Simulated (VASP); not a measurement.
Here is a VASP 6.6.1 calculation.

Contents of POSCAR:

```
BaTiO3
1.0
    4.0078787657      4.0078787657      0.0000000000
    0.0000000000      4.0078787657      4.0078787657
    4.0078787657      0.0000000000      4.0078787657
Ba O Ti
2 6 2
Direct
    0.0000000000      0.0000000000      0.0000000000
    0.5000000000      0.5000000000      0.5000000000
    0.0000000000      0.5000000000      0.5000000000
    0.5000000000      0.0000000000      0.0000000000
    0.0000000000      0.5000000000      0.0000000000
    0.5000000000      0.0000000000      0.5000000000
    0.0000000000      0.0000000000      0.5000000000
    0.5000000000      0.5000000000      0.0000000000
    0.2500000000      0.2500000000      0.2500000000
    0.7500000000      0.7500000000      0.7500000000
```

File INCAR.step1:

```
SYSTEM = BaTiO3
PREC = Accurate
ENCUT = 520
ISMEAR = -1
SIGMA = 0.1
LREAL = .False.
LASPH = .True.
NELM = 150
ISPIN = 2
MAGMOM = 0 0 0 0 0 0 0 0 0 0
LMAXMIX = 4
LDAU = .True.
LDAUTYPE = 2
LDAUL = -1 -1 2
LDAUU = 0 0 5.35
LDAUJ = 0 0 0
NBANDS = 55
GGA = PE
ALGO = Normal
EDIFF = 1E-4
LWAVE = .True.
LCHARG = .False.
```

INCAR.step2

```
SYSTEM = BaTiO3
PREC = Accurate
ENCUT = 520
EDIFF = 1E-6
ISMEAR = -1
SIGMA = 0.1
LREAL = .False.
LASPH = .True.
NELM = 150
ALGO = Normal
ISIF = 2
LWAVE = .False.
LCHARG = .False.
ISPIN = 2
MAGMOM = 0 0 0 0 0 0 0 0 0 0
LORBIT = 11
LMAXMIX = 4
LDAU = .True.
LDAUTYPE = 2
LDAUL = -1 -1 2
LDAUU = 0 0 5.35
LDAUJ = 0 0 0
LDAUPRINT = 1
METAGGA = R2SCAN
LMIXTAU = .True.
NBANDS = 55
ISTART = 1
```

The input KPOINTS:

```
Automatic mesh
0
Gamma
  5 5 5
  0 0 0
```

Potentials or basis: VASP PAW PBE potentials, release 64 (Ba_sv, O, Ti_sv).

Command:

```sh
$ cat potpaw_PBE.64/Ba_sv/POTCAR potpaw_PBE.64/O/POTCAR potpaw_PBE.64/Ti_sv/POTCAR > POTCAR
$ cp INCAR.step1 INCAR
$ mpirun -np 1 vasp_std > vasp.out
$ cp INCAR.step2 INCAR
$ mpirun -np 1 vasp_std > vasp.out
```

(1) What does it give for the band gap on the k mesh?

(2) What does it give for the net moment?

## Answers

(1) 2.85 eV.

(2) 0.00 μB per cell.

Caveat: spin-orbit coupling is left out, which moves the levels of the heavy elements; an odd mesh through Γ misses points on the zone boundary, where band edges can lie.
